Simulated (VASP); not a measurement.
# BiTe (Fm-3m) in VASP: single point with PBEsol

Aim: the single point of BiTe with PBEsol.

Everything below comes from runs of VASP 6.6.1. Logs are shortened: lines on timing, memory, paths and dates and some standing lists are left out, and cuts for length are marked.

## Step 1: The cell of the first run

Symmetry: Fm-3m, No. 225, cubic system. Conventional cell: a = 6.298 Å, b = 6.298 Å, c = 6.298 Å, α = 90.00°, β = 90.00°, γ = 90.00°. Bi (site symmetry m-3m) has 6 Te at 3.15 Å within 4.1 Å. Te (site symmetry m-3m) has 6 Bi at 3.15 Å within 4.1 Å.

## Step 2: Single point, PBEsol (equal strain along all axes, cell held: -1.5 %)

The input, INCAR:

```
ALGO = Normal ; EDIFF = 1E-7
ENCUT = 520 ; GGA = PS
ISIF = 2 ; ISMEAR = 0
LASPH = T ; LCHARG = T
LELF = T ; LREAL = F
LVHAR = T ; LWAVE = F
NBANDS = 29 ; NELM = 80
PREC = Accurate ; SIGMA = 0.1
```

The input, KPOINTS:

```
k-points
0
Gamma
  12 12 8
```

The input, POSCAR:

```
BiTe
1.0
    3.1491965220      3.1491965220      0.0000000000
   -3.1491965220      3.1491965220      0.0000000000
    0.0000000000      0.0000000000      6.2983930441
Bi Te
2 2
Direct
    0.0000000000      0.0000000000      0.0000000000
    0.5000000000      0.5000000000      0.5000000000
    0.5000000000      0.5000000000      0.0000000000
    0.0000000000      0.0000000000      0.5000000000
```

Potentials or basis: VASP PAW PBE potentials, release 64 (Bi_d, Te).

Command:

```sh
> cat potpaw_PBE.64/Bi_d/POTCAR potpaw_PBE.64/Te/POTCAR > POTCAR
> mpirun -np 1 vasp_std > vasp.out
```

OUTCAR:

```text
EDIFF = 1E-7
   ENCUT = 520
   GGA = PS
   ISIF = 2
   ISMEAR = 0
   LASPH = T
   LREAL = F
   NELM = 80
   PREC = Accurate

 ion  position               nearest neighbor table
   1  0.000  0.000  0.000-   3 3.15   3 3.15   3 3.15   3 3.15   4 3.15   4 3.15
   2  0.500  0.500  0.500-   4 3.15   4 3.15   4 3.15   4 3.15   3 3.15   3 3.15
   3  0.500  0.500  0.000-   1 3.15   1 3.15   1 3.15   1 3.15   2 3.15   2 3.15
   4  0.000  0.000  0.500-   2 3.15   2 3.15   2 3.15   2 3.15   1 3.15   1 3.15

  LATTYP: Found a simple tetragonal cell.
 ALAT       =     4.4536364320
 C/A-ratio  =     1.4142135624

  Lattice vectors:

 A1 = (   3.1491965220,   3.1491965220,   0.0000000000)
 A2 = (  -3.1491965220,   3.1491965220,   0.0000000000)
 A3 = (   0.0000000000,   0.0000000000,   6.2983930441)

Analysis of symmetry for initial positions (statically):
=====================================================================
 Subroutine PRICEL returns following result:

  LATTYP: Found a face centered cubic cell.
 ALAT       =     6.2983930441

  Lattice vectors:

 A1 = (   0.0000000000,  -3.1491965220,  -3.1491965220)
 A2 = (   3.1491965220,   0.0000000000,  -3.1491965220)
 A3 = (   3.1491965220,  -3.1491965220,   0.0000000000)

   2 primitive cells build up your supercell.

 Routine SETGRP: Setting up the symmetry group for a
 simple tetragonal supercell.

 Subroutine GETGRP returns: Found 16 space group operations
 (whereof 16 operations were pure point group operations)
 out of a pool of 16 trial point group operations.

The static configuration has the point symmetry D_4h.

Analysis of symmetry for dynamics (positions and initial velocities):
=====================================================================
 Subroutine PRICEL returns following result:

  LATTYP: Found a face centered cubic cell.
 ALAT       =     6.2983930441

  Lattice vectors:

 A1 = (   0.0000000000,  -3.1491965220,  -3.1491965220)
 A2 = (   3.1491965220,   0.0000000000,  -3.1491965220)
 A3 = (   3.1491965220,  -3.1491965220,   0.0000000000)

   2 primitive cells build up your supercell.

 Routine SETGRP: Setting up the symmetry group for a
[... 99 lines left out ...]
   ICHARG =      2    charge: 1-file 2-atom 10-const
   ISPIN  =      1    spin polarized calculation?
   LNONCOLLINEAR =      F non collinear calculations
   LSORBIT =      F    spin-orbit coupling
   LASPH  =      T    aspherical Exc in radial PAW
   ENCUT  =  520.0 eV  38.22 Ry    6.18 a.u.   8.28  8.28 11.71*2*pi/ulx,y,z
   NELM   =     80;   NELMIN=  2; NELMDL= -5     # of ELM steps
   EDIFF  = 0.1E-06   stopping-criterion for ELM
   LREAL  =      F    real-space projection
   EDIFFG = 0.1E-05   stopping-criterion for IOM
   NSW    =      0    number of steps for IOM
   IBRION =     -1    ionic relax: 0-MD 1-quasi-New 2-CG
   NFREE  =      0    steps in history (QN), initial steepest desc. (CG)
   ISIF   =      2    stress and relaxation
   ISYM   =      2    0-nonsym 1-usesym 2-fastsym
   POTIM  = 0.5000    time-step for ionic-motion
   TEBEG  =    0.0;   TEEND  =   0.0 temperature during run
   PSTRESS=    0.0 pullay stress
   NELECT =      42.0000    total number of electrons
   NUPDOWN=      -1.0000    fix difference up-down
   EMIN   =  10.00;   EMAX   =-10.00  energy-range for DOS
   EFERMI =   0.00;   METHOD = LEGACY
   ISMEAR =     0;   SIGMA  =   0.10  broadening in eV -4-tet -1-fermi 0-gaus
   EFERMI_NEDOS =   21; number of points for ismear=-14 and -15
   IALGO  =     38    algorithm
   IMIX   =      4    mixing-type and parameters
     AMIX     =   0.40;   BMIX     =  1.00
     AMIX_MAG =   1.60;   BMIX_MAG =  1.00
  volume/ion in A,a.u.               =      31.23       210.76
  Fermi-wavevector in a.u.,A,eV,Ry     =   1.138339  2.151148 17.630633  1.295815
  Thomas-Fermi vector in A             =   2.275043
   LORBIT       =      0    0 simple, 1 ext, 2 COOP (PROOUT), +10 PAW based schemes
   GGA     = PS    functional components
   LHFCALC =     F    Hartree Fock is set to
   AEXX    =    0.0000 exact exchange contribution
   IVDW    =     0    specifies the selected vdW correction
   LEPSILON=     F    determine dielectric tensor
   LRPA    =     F    only Hartree local field effects (RPA)
 non-spin polarized calculation
 Gauss-broadening in eV      SIGMA  =   0.10
  energy-cutoff  :      520.00
  volume of cell :      124.93
 maximum number of plane-waves:      3400
 NGX is ok and might be reduce to    36
   NGX = 17   NGY = 17   NGZ = 23

 number of electron      41.9999993 magnetization

 Free energy of the ion-electron system (eV)
  ---------------------------------------------------
  ext. energy  EPLUGINS =         0.00000000
  ---------------------------------------------------
  free energy    TOTEN  =       -15.94324603 eV

  energy without entropy =      -15.93351210  energy(sigma->0) =      -15.93837907

 E-fermi :   7.4891     XC(G=0):  -9.9546

 val. band max:        7.4872449585   @ k =   0.4167   0.0833   0.2500
 cond. band min:       7.5185033614   @ k =   0.1667   0.1667   0.5000
 fundamental gap:      0.0312584029
 Fermi energy:         7.4890580429

 k-point     1 :       0.0000    0.0000    0.0000
  band No.  band energies     occupation
      1     -15.6191      2.00000
      2     -15.5986      2.00000
      3     -15.5963      2.00000
      4     -15.5939      2.00000
      5     -15.5919      2.00000
      6     -15.5885      2.00000
[... 757 lines left out ...]
     28      12.4475      0.00000
     29      15.0709      0.00000

 [... further k-points ...]

------------------------ aborting loop because EDIFF is reached ----------------------------------------

  FORCE on cell =-STRESS in cart. coord.  units (eV):
  Direction    XX          YY          ZZ          XY          YZ          ZX
  --------------------------------------------------------------------------------------
  -------------------------------------------------------------------------------------
  Total        2.1309030      2.1309030      2.0732037      0.0000000      0.0000000      0.0000000
  in kB       27.3284493     27.3284493     26.5884660      0.0000000      0.0000000      0.0000000
  external PRESSURE =      27.0817882 kB  Pullay stress =       0.0000000 kB

 VOLUME and BASIS-vectors are now :
 -----------------------------------------------------------------------------
  energy-cutoff  :      520.00
  volume of cell :      124.93
      direct lattice vectors                 reciprocal lattice vectors
     3.149196522  3.149196522  0.000000000     0.158770657  0.158770657  0.000000000
    -3.149196522  3.149196522  0.000000000    -0.158770657  0.158770657  0.000000000
     0.000000000  0.000000000  6.298393044     0.000000000  0.000000000  0.158770657

 POSITION                                       TOTAL-FORCE (eV/Angst)
 -----------------------------------------------------------------------------------
      0.00000      0.00000      0.00000        -0.000000     -0.000000      0.000000
      0.00000      3.14920      3.14920         0.000000     -0.000000     -0.000000
      0.00000      3.14920      0.00000         0.000000      0.000000      0.000000
      0.00000      0.00000      3.14920        -0.000000      0.000000      0.000000
 -----------------------------------------------------------------------------------
    total drift:                               -0.000000      0.000000      0.000000

  FREE ENERGIE OF THE ION-ELECTRON SYSTEM (eV)
  ---------------------------------------------------
  free  energy   TOTEN  =       -15.9432460276 eV

  energy  without entropy=      -15.9335121047  energy(sigma->0) =      -15.93837907
```

OSZICAR:

```text
N       E                     dE             d eps       ncg     rms          rms(c)
DAV:   1     0.399001623284E+03    0.39900E+03   -0.19853E+04  8120   0.149E+03
DAV:   2     0.249702760887E+02   -0.37403E+03   -0.36429E+03  8287   0.400E+02
DAV:   3    -0.142754804774E+02   -0.39246E+02   -0.38299E+02 10119   0.140E+02
DAV:   4    -0.158997663257E+02   -0.16243E+01   -0.16149E+01  9410   0.294E+01
DAV:   5    -0.159817902811E+02   -0.82024E-01   -0.82013E-01 11847   0.658E+00    0.106E+01
DAV:   6    -0.159443710182E+02    0.37419E-01   -0.10591E-01 10417   0.214E+00    0.678E+00
DAV:   7    -0.159455373582E+02   -0.11663E-02   -0.57018E-02 10120   0.129E+00    0.647E-01
DAV:   8    -0.159430861521E+02    0.24512E-02   -0.13335E-02  9801   0.769E-01    0.249E-01
DAV:   9    -0.159432595024E+02   -0.17335E-03   -0.15532E-03  9627   0.230E-01    0.181E-01
DAV:  10    -0.159432509983E+02    0.85041E-05   -0.41241E-05 10787   0.597E-02    0.921E-02
DAV:  11    -0.159432518924E+02   -0.89409E-06   -0.11998E-06 10388   0.783E-03    0.106E-01
DAV:  12    -0.159432462007E+02    0.56917E-05   -0.24216E-05 10541   0.397E-02    0.876E-03
DAV:  13    -0.159432460932E+02    0.10744E-06   -0.25447E-06  9249   0.118E-02    0.712E-03
DAV:  14    -0.159432460276E+02    0.65596E-07   -0.28801E-07  7517   0.276E-03
   1 F= -.15943246E+02 E0= -.15938379E+02  d E =-.973392E-02
```

Wall time 3.7 min (1 thread of AMD EPYC 9R45 (Zen 5), shared host); peak memory 0.52 GiB.

What came out:

- Free energy: -15.9432 eV
- Pressure: 2.7 GPa
- Band gap on the k mesh: zero (band 21 reaches 9.93 eV, above the bottom of band 22 at 6.61 eV)

Levels at points of the mesh, in eV from the Fermi level:
```csv
k point,band 17,band 18,band 19,band 20,band 21,band 22,band 23,band 24,band 25,band 26
"(0.00, 0.00, 0.00)",-4.39,-2.74,-2.74,-2.74,1.89,2.34,2.34,2.34,4.00,4.00
"(0.50, 0.00, 0.00)",-2.38,-2.38,-2.19,-2.19,-0.10,-0.10,0.09,0.09,3.46,3.46
"(0.50, 0.50, 0.00)",-4.39,-4.39,-4.39,-4.39,1.89,1.89,4.00,4.00,4.00,4.00
"(0.00, 0.00, 0.50)",-3.68,-3.68,-2.98,-2.98,1.03,1.03,2.70,2.70,2.97,2.97
"(0.50, 0.00, 0.50)",-2.05,-2.05,-1.56,-1.56,-0.88,-0.88,-0.75,-0.75,-0.75,-0.75
"(0.50, 0.50, 0.50)",-5.47,-5.47,-1.61,-1.61,-0.26,-0.26,4.15,4.15,4.15,4.15
```

Caveat: the cell differs from its parent crystal (equal strain along all axes, cell held: -1.5 %); the PAW data sets were made with another functional, which shifts forces and pressure a little; spin-orbit coupling is left out, which moves the levels of the heavy elements.
